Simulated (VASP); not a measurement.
# CrBW (Cmcm) in VASP: single point with LDA

Aim: the single point of CrBW with LDA.

All numbers are computed with VASP 6.6.1; they aren't measurements. Logs are shortened: lines on timing, memory, paths and dates and some standing lists are left out, and cuts for length are marked.

### 1 The cell of the first run

It takes space group Cmcm (No. 63, orthorhombic). The conventional cell has a = 3.105 Å, b = 13.484 Å, c = 3.008 Å, α = 90.00°, β = 90.00°, γ = 90.00°. Within 3.2 Å of W (site symmetry m2m) lie 6 B at 2.28 to 2.30 Å and 5 Cr at 2.62 to 2.84 Å and 6 W at 2.85 to 3.10 Å. Within 3.2 Å of Cr (site symmetry m2m) lie 1 B at 2.21 Å and 8 Cr at 2.56 to 3.10 Å and 5 W at 2.62 to 2.84 Å. B (site symmetry m2m) has 2 B at 1.78 Å and 1 Cr at 2.21 Å and 6 W at 2.28 to 2.30 Å within 2.4 Å.

### 2 Single point, LDA, non-collinear spin, zero start, spin-orbit coupling

INCAR reads:

```
PREC     = Accurate       # precision mode
ENCUT    = 520            # plane-wave cutoff, eV
EDIFF    = 1E-6           # SCF threshold, eV
ISMEAR   = -1             # smearing method
SIGMA    = 0.1            # smearing width, eV
LREAL    = False          # projectors in reciprocal space
LASPH    = True           # aspherical terms in the spheres
NELM     = 150            # most SCF steps
ALGO     = Normal         # electronic algorithm
ISIF     = 2              # what is computed and relaxed
LWAVE    = False          # write WAVECAR
LCHARG   = True           # write CHGCAR
MAGMOM   = 0 0 0 0 0 0 0 0 0 0 0 0 0 0 0 0 0 0 # initial moments
LORBIT   = 11             # projections on sites
LSORBIT  = True           # spin-orbit coupling
GGA_COMPAT= False        
LORBMOM  = True         
LMAXMIX  = 4              # l up to which the mixer works
LVHAR    = True         
NBANDS   = 74             # bands
```

KPOINTS reads:

```
regular mesh
0
Gamma
  6 6 6
```

POSCAR reads:

```
CrBW
1.0
    3.1045760000      0.0000000000      0.0000000000
    1.5522880000     -6.7422420000      0.0000000000
    0.0000000000      0.0000000000     -3.0079940000
W Cr B
2 2 2
Direct
    0.9100200000      0.1799600000      0.7500000000
    0.0899800000      0.8200400000      0.2500000000
    0.3005800000      0.3988400000      0.2500000000
    0.6994200000      0.6011600000      0.7500000000
    0.4645000000      0.0710000000      0.2500000000
    0.5355000000      0.9290000000      0.7500000000
```

Potentials or basis: VASP PAW LDA potentials, release 64 (W_sv, Cr_pv, B).

Run with:

```console
> cat potpaw_LDA.64/W_sv/POTCAR potpaw_LDA.64/Cr_pv/POTCAR potpaw_LDA.64/B/POTCAR > POTCAR
> mpirun -np 1 vasp_ncl > vasp.out
```

OUTCAR:

```text
PREC = Accurate
   ENCUT = 520
   EDIFF = 1E-6
   ISMEAR = -1
   LREAL = False
   LASPH = True
   NELM = 150
   ISIF = 2
   LORBIT = 11
   LSORBIT = True

 ion  position               nearest neighbor table
   1  0.910  0.180  0.750-   5 2.28   5 2.28   5 2.28   5 2.28   6 2.30   6 2.30   3 2.62   3 2.62
                             3 2.62   3 2.62   4 2.84   2 2.85   2 2.85
   2  0.090  0.820  0.250-   6 2.28   6 2.28   6 2.28   6 2.28   5 2.30   5 2.30   4 2.62   4 2.62
                             4 2.62   4 2.62   3 2.84   1 2.85   1 2.85
   3  0.301  0.399  0.250-   5 2.21   4 2.56   4 2.56   4 2.56   4 2.56   1 2.62   1 2.62   1 2.62
                             1 2.62   2 2.84
   4  0.699  0.601  0.750-   6 2.21   3 2.56   3 2.56   3 2.56   3 2.56   2 2.62   2 2.62   2 2.62
                             2 2.62   1 2.84
   5  0.465  0.071  0.250-   6 1.78   6 1.78   3 2.21   1 2.28   1 2.28   1 2.28   1 2.28   2 2.30
                             2 2.30
   6  0.535  0.929  0.750-   5 1.78   5 1.78   4 2.21   2 2.28   2 2.28   2 2.28   2 2.28   1 2.30
                             1 2.30

  LATTYP: Found a base centered orthorhombic cell.
 ALAT       =     3.1045760000
 B/A-ratio  =     4.3434220969
 C/A-ratio  =     0.9688904379

  Lattice vectors:

 A1 = (   1.5522880000,   6.7422420000,   0.0000000000)
 A2 = (   1.5522880000,  -6.7422420000,   0.0000000000)
 A3 = (   0.0000000000,   0.0000000000,  -3.0079940000)

Analysis of symmetry for initial positions (statically):
=====================================================================
 Subroutine PRICEL returns:
 Original cell was already a primitive cell.

 Routine SETGRP: Setting up the symmetry group for a
 base centered orthorhombic supercell.

 Subroutine GETGRP returns: Found  8 space group operations
 (whereof  4 operations were pure point group operations)
 out of a pool of  8 trial point group operations.

The static configuration has the point symmetry C_2h.
 The point group associated with its full space group is D_2h.

Analysis of symmetry for dynamics (positions and initial velocities):
=====================================================================
 Subroutine PRICEL returns:
 Original cell was already a primitive cell.

 Routine SETGRP: Setting up the symmetry group for a
 base centered orthorhombic supercell.

 Subroutine GETGRP returns: Found  8 space group operations
 (whereof  4 operations were pure point group operations)
 out of a pool of  8 trial point group operations.

The dynamic configuration has the point symmetry C_2h.
 The point group associated with its full space group is D_2h.

Analysis of structural, dynamic, and magnetic symmetry:
=====================================================================
 Subroutine PRICEL returns:
 Original cell was already a primitive cell.

 Routine SETGRP: Setting up the symmetry group for a
 base centered orthorhombic supercell.

 Subroutine GETGRP returns: Found  8 space group operations
 (whereof  4 operations were pure point group operations)
 out of a pool of  8 trial point group operations.

The overall configuration has the point symmetry C_2h.
 The point group associated with its full space group is D_2h.

 Subroutine INISYM returns: Found  8 space group operations
 (whereof  4 operations are pure point group operations),
 and found     1 'primitive' translations

----------------------------------------------------------------------------------------

                                     Primitive cell

  volume of cell :      62.9627

  direct lattice vectors                    reciprocal lattice vectors
     3.104576000  0.000000000  0.000000000     0.322105176  0.074159308  0.000000000
     1.552288000 -6.742242000  0.000000000     0.000000000 -0.148318616  0.000000000
     0.000000000  0.000000000 -3.007994000     0.000000000  0.000000000 -0.332447472

  length of vectors
     3.104576000  6.918628854  3.007994000     0.330531916  0.148318616  0.332447472

  position of ions in fractional coordinates (direct lattice)
     0.910020000  0.179960000  0.750000000
     0.089980000  0.820040000  0.250000000
[... 1893 lines left out ...]

 [... further k-points ...]

 [bands above 70 left out]

------------------------ aborting loop because EDIFF is reached ----------------------------------------

  FORCE on cell =-STRESS in cart. coord.  units (eV):
  Direction    XX          YY          ZZ          XY          YZ          ZX
  --------------------------------------------------------------------------------------
  -------------------------------------------------------------------------------------
  Total       -1.1735990      4.8784395      0.3894252      0.0000000      0.0000000      0.0000000
  in kB      -29.8639132    124.1389044      9.9094839      0.0000000      0.0000000      0.0000000
  external PRESSURE =      34.7281583 kB  Pullay stress =       0.0000000 kB

 VOLUME and BASIS-vectors are now :
 -----------------------------------------------------------------------------
  energy-cutoff  :      520.00
  volume of cell :       62.96
      direct lattice vectors                 reciprocal lattice vectors
     3.104576000  0.000000000  0.000000000     0.322105176  0.074159308  0.000000000
     1.552288000 -6.742242000  0.000000000     0.000000000 -0.148318616  0.000000000
     0.000000000  0.000000000 -3.007994000     0.000000000  0.000000000 -0.332447472

 POSITION                                       TOTAL-FORCE (eV/Angst)
 -----------------------------------------------------------------------------------
      3.10458     -1.21333     -2.25600         0.000000     -0.729060     -0.000000
      1.55229     -5.52891     -0.75200         0.000000      0.729060     -0.000000
      1.55229     -2.68908     -0.75200         0.000000     -1.638455     -0.000000
      3.10458     -4.05317     -2.25600        -0.000000      1.638455     -0.000000
      1.55229     -0.47870     -0.75200         0.000000     -0.428760      0.000000
      3.10458     -6.26354     -2.25600        -0.000000      0.428760     -0.000000
 -----------------------------------------------------------------------------------
    total drift:                                0.000000     -0.000000      0.000000

  FREE ENERGIE OF THE ION-ELECTRON SYSTEM (eV)
  ---------------------------------------------------
  free  energy   TOTEN  =       -67.4445433042 eV

  energy  without entropy=      -67.3185731751  energy(sigma->0) =      -67.38155824

 orbital moment (x)

 # of ion     p       d       tot
 ----------------------------------------
  1        -0.000  -0.000  -0.000
  2        -0.000  -0.000  -0.000
  3        -0.000   0.000  -0.000
  4        -0.000   0.000  -0.000
  5         0.000   0.000   0.000
  6         0.000   0.000   0.000
 ----------------------------------------
           -0.000  -0.000  -0.000

 orbital moment (y)

 # of ion     p       d       tot
 ----------------------------------------
  1         0.000  -0.000  -0.000
  2         0.000  -0.000  -0.000
  3         0.000   0.000   0.000
  4         0.000   0.000   0.000
  5         0.000   0.000   0.000
  6        -0.000   0.000  -0.000
 ----------------------------------------
           -0.000  -0.000  -0.000

 orbital moment (z)

 # of ion     p       d       tot
 ----------------------------------------
  1        -0.000   0.000  -0.000
  2        -0.000   0.000  -0.000
  3         0.000  -0.000  -0.000
  4         0.000  -0.000  -0.000
  5         0.000   0.000   0.000
  6         0.000   0.000   0.000
 ----------------------------------------
           -0.000  -0.000  -0.000

 Spin-Orbit-Coupling matrix elements

 Ion:    1  E_soc:     -1.5424353
 l=   1
     0.0000000    -0.2280220    -0.2272504
    -0.2280220     0.0000000    -0.2267840
    -0.2272504    -0.2267840     0.0000000
 l=   2
     0.0000000    -0.0064858     0.0000000    -0.0058338    -0.0240023
    -0.0064858     0.0000000    -0.0186748    -0.0060208    -0.0063105
     0.0000000    -0.0186748     0.0000000    -0.0165189     0.0000000
    -0.0058338    -0.0060208    -0.0165189     0.0000000    -0.0053144
    -0.0240023    -0.0063105     0.0000000    -0.0053144     0.0000000
 l=   3
     0.0000000     0.0000000     0.0000000     0.0000000     0.0000000     0.0000000     0.0000000
     0.0000000     0.0000000     0.0000000     0.0000000     0.0000000     0.0000000     0.0000000
     0.0000000     0.0000000     0.0000000     0.0000000     0.0000000     0.0000000     0.0000000
     0.0000000     0.0000000     0.0000000     0.0000000     0.0000000     0.0000000     0.0000000
[... 89 lines left out ...]
 l=   2
     0.0000000     0.0000000     0.0000000     0.0000000     0.0000000
     0.0000000     0.0000000     0.0000000     0.0000000     0.0000000
     0.0000000     0.0000000     0.0000000     0.0000000     0.0000000
     0.0000000     0.0000000     0.0000000     0.0000000     0.0000000
     0.0000000     0.0000000     0.0000000     0.0000000     0.0000000
 l=   3
     0.0000000     0.0000000     0.0000000     0.0000000     0.0000000     0.0000000     0.0000000
     0.0000000     0.0000000     0.0000000     0.0000000     0.0000000     0.0000000     0.0000000
     0.0000000     0.0000000     0.0000000     0.0000000     0.0000000     0.0000000     0.0000000
     0.0000000     0.0000000     0.0000000     0.0000000     0.0000000     0.0000000     0.0000000
     0.0000000     0.0000000     0.0000000     0.0000000     0.0000000     0.0000000     0.0000000
     0.0000000     0.0000000     0.0000000     0.0000000     0.0000000     0.0000000     0.0000000
     0.0000000     0.0000000     0.0000000     0.0000000     0.0000000     0.0000000     0.0000000

 total charge

# of ion       s       p       d       tot
------------------------------------------
    1        2.373   6.409   3.552  12.335
    2        2.373   6.409   3.552  12.335
    3        0.390   6.401   4.241  11.032
    4        0.390   6.401   4.241  11.032
    5        0.696   1.358   0.000   2.055
    6        0.696   1.358   0.000   2.055
--------------------------------------------------
tot          6.920  28.336  15.586  50.842

 magnetization (x)

# of ion       s       p       d       tot
------------------------------------------
    1        0.000   0.000   0.000   0.000
    2        0.000   0.000   0.000   0.000
    3        0.000   0.000   0.000   0.000
    4        0.000   0.000   0.000   0.000
    5        0.000   0.000   0.000   0.000
    6        0.000   0.000   0.000   0.000
--------------------------------------------------
tot          0.000   0.000   0.000   0.000

 magnetization (y)

# of ion       s       p       d       tot
------------------------------------------
    1        0.000   0.000   0.000   0.000
    2        0.000   0.000   0.000   0.000
    3        0.000   0.000   0.000   0.000
    4        0.000   0.000   0.000   0.000
    5        0.000   0.000   0.000   0.000
    6        0.000   0.000   0.000   0.000
--------------------------------------------------
tot          0.000   0.000   0.000   0.000

 magnetization (z)

# of ion       s       p       d       tot
------------------------------------------
    1        0.000   0.000   0.000   0.000
    2        0.000   0.000   0.000   0.000
    3        0.000   0.000   0.000   0.000
    4        0.000   0.000   0.000   0.000
    5        0.000   0.000   0.000   0.000
    6        0.000   0.000   0.000   0.000
--------------------------------------------------
tot          0.000   0.000   0.000   0.000
```

Wall time 11 min (1 thread of Oxide Virtual Turin-like, shared host); peak memory 0.44 GiB.

Results:

- Free energy: -67.4445 eV
- Pressure: 3.5 GPa
- Largest force: 1.638 eV/Å
- Net moment: 0.00 μB per cell
- Valence electrons inside the program's atomic spheres: W 12.34; Cr 11.03; B 2.06

Forces in eV/Å, atoms in the order of the input:
```
W    0.000 -0.729  0.000
W    0.000  0.729  0.000
Cr   0.000 -1.638  0.000
Cr   0.000  1.638  0.000
B    0.000 -0.429  0.000
B    0.000  0.429  0.000
```

Stress tensor (GPa, compression positive):
```
-2.99  0.00  0.00
 0.00 12.41  0.00
 0.00  0.00  0.99
```

Moments on the atoms (μB; x, y, z):
```
W   0.00 0.00 0.00
W   0.00 0.00 0.00
Cr  0.00 0.00 0.00
Cr  0.00 0.00 0.00
B   0.00 0.00 0.00
B   0.00 0.00 0.00
```

Caveat: the cell stands under pressure; forces of over 1 eV/Å act on the atoms, so gaps and moduli don't describe the material at rest.
